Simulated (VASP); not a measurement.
Ti2Al5Ni3, 10 atoms in the cell. The structure is tetragonal, space group P4/mmm (No. 123). Conventional cell: a = 2.835 Å, b = 2.835 Å, c = 17.101 Å, α = 90.00°, β = 90.00°, γ = 90.00°. Ti (site symmetry 4mm) has 8 Al at 2.83 to 2.86 Å and 4 Ti at 2.83 Å and 1 Ni at 3.50 Å within 3.7 Å. Al (site symmetry 4mm) has 8 Ni at 2.50 to 2.51 Å and 6 Al at 2.83 to 3.02 Å within 3.3 Å. Al (site symmetry 4mm) has 4 Ni at 2.51 Å and 4 Ti at 2.83 Å and 5 Al at 2.83 to 3.00 Å within 3.3 Å. Within 3.7 Å of Al (site symmetry 4/mmm) lie 4 Al at 2.83 Å and 8 Ti at 2.86 Å. Ni (site symmetry 4/mmm) has 8 Al at 2.51 Å and 6 Ni at 2.83 to 3.00 Å within 3.3 Å. Ni (site symmetry 4mm) has 8 Al at 2.50 to 2.51 Å and 5 Ni at 2.83 to 3.00 Å within 3.3 Å. 

```yaml
Program: VASP 6.6.1
Task: single point
Functional: PBE
Potentials_or_basis: VASP PAW PBE potentials, release 64 (Ti_sv, Al, Ni)
Cutoff: 520 eV
k_mesh: 6 × 6 × 1
Occupations: gaussian, width 0.1 eV
Spin: collinear spin, ferrimagnetic start
Starting_moments: "[0.0, 0.0, 0.0, 0.0, 0.0, 0.0, 0.0, -2.0, 2.0, -2.0] μB"
Dipole_correction: no
Further_INCAR_settings: ALGO = Normal; EDIFF = 1e-07; NBANDS = 50
```

Potentials or basis: VASP PAW PBE potentials, release 64 (Ti_sv, Al, Ni).

The run is started by

```bash
$ cat potpaw_PBE.64/Ti_sv/POTCAR potpaw_PBE.64/Al/POTCAR potpaw_PBE.64/Ni/POTCAR > POTCAR
$ mpirun -np 1 vasp_std > vasp.out
```

Hardware: 1 thread of Intel Xeon 8259CL, on a shared host.

Q: Estimate the wall time of this run.

A: Wall time 12 min on 1 thread of Intel Xeon 8259CL, on a shared host, peak memory 0.38 GiB. Counts: scf iterations 38, k points 10.
